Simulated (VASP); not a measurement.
Write the native input for VASP 6.6.1 that does the following.

* Task: single point
* Functional: r2SCAN
* Potentials or basis: VASP PAW PBE potentials, release 64 (Ba_sv, Ti_sv, O)
* Cutoff: 660 eV
* k mesh: 9 × 9 × 9
* Occupations: gaussian, width 0.01 eV
* Spin: no spin polarisation
* Dipole correction: no
* Further INCAR settings: ALGO = Normal; EDIFF = 1e-06; NBANDS = 28

BaTiO3:

```
CELL_PARAMETERS angstrom
2.84013 1.63975 2.33140
-2.84013 1.63975 2.33140
0.00000 -3.27950 2.33140
ATOMIC_POSITIONS crystal
Ba 0.99422 0.99422 0.99422
Ti 0.49422 0.49422 0.49422
O 0.49422 0.99422 0.49422
O 0.49422 0.49422 0.99422
O 0.99422 0.49422 0.49422
```

This cell differs from its parent crystal: atoms moved along the polar distortion.

One way to write it, as run:

POSCAR

```
BaTiO3
1.0
    2.8401263243      1.6397476979      2.3314025156
   -2.8401263243      1.6397476979      2.3314025156
    0.0000000000     -3.2794953957      2.3314025156
Ba Ti O
1 1 3
Direct
   -0.0057798000     -0.0057798000     -0.0057798000
    0.4942202000      0.4942202000      0.4942202000
    0.4942202000      0.9942202000      0.4942202000
    0.4942202000      0.4942202000      0.9942202000
    0.9942202000      0.4942202000      0.4942202000
```

INCAR.step1

```
SYSTEM = BaTiO3
  PREC = Accurate
  ENCUT = 660
  ISMEAR = 0
  SIGMA = 0.01
  LREAL = .FALSE.
  LASPH = .TRUE.
  NELM = 120
  NBANDS = 28
  GGA = PE
  ALGO = Normal
  EDIFF = 1E-5
  LWAVE = .TRUE.
  LCHARG = .FALSE.
  GGA_COMPAT = .FALSE.
```

INCAR.step2

```
SYSTEM = BaTiO3
  PREC = Accurate
  ENCUT = 660
  EDIFF = 1E-6
  ISMEAR = 0
  SIGMA = 0.01
  LREAL = .FALSE.
  LASPH = .TRUE.
  NELM = 120
  ALGO = Normal
  ISIF = 2
  LWAVE = .FALSE.
  LCHARG = .FALSE.
  METAGGA = R2SCAN
  LMIXTAU = .TRUE.
  NBANDS = 28
  ISTART = 1
  GGA_COMPAT = .FALSE.
```

KPOINTS

```
regular mesh
0
G
  9 9 9
  0 0 0
```

Potentials or basis: VASP PAW PBE potentials, release 64 (Ba_sv, Ti_sv, O).

Run with:

```console
$ cat potpaw_PBE.64/Ba_sv/POTCAR potpaw_PBE.64/Ti_sv/POTCAR potpaw_PBE.64/O/POTCAR > POTCAR
$ cp INCAR.step1 INCAR
$ mpirun -np 1 vasp_std > vasp.out
$ cp INCAR.step2 INCAR
$ mpirun -np 1 vasp_std > vasp.out
```

Results of the run:

| Item | Value |
| --- | --- |
| Pressure | -2.2 GPa |
| Band gap on the k mesh | 2.13 eV (least direct gap 2.25 eV) |

Caveat: the cell differs from its parent crystal (atoms moved along the polar distortion); the PAW data sets were made with another functional, which shifts forces and pressure a little; spin-orbit coupling is left out, which moves the levels of the heavy elements.

Run time: 9.6 min on 1 thread of Oxide Virtual Turin-like Processor (shared host), peak memory 0.34 GiB.
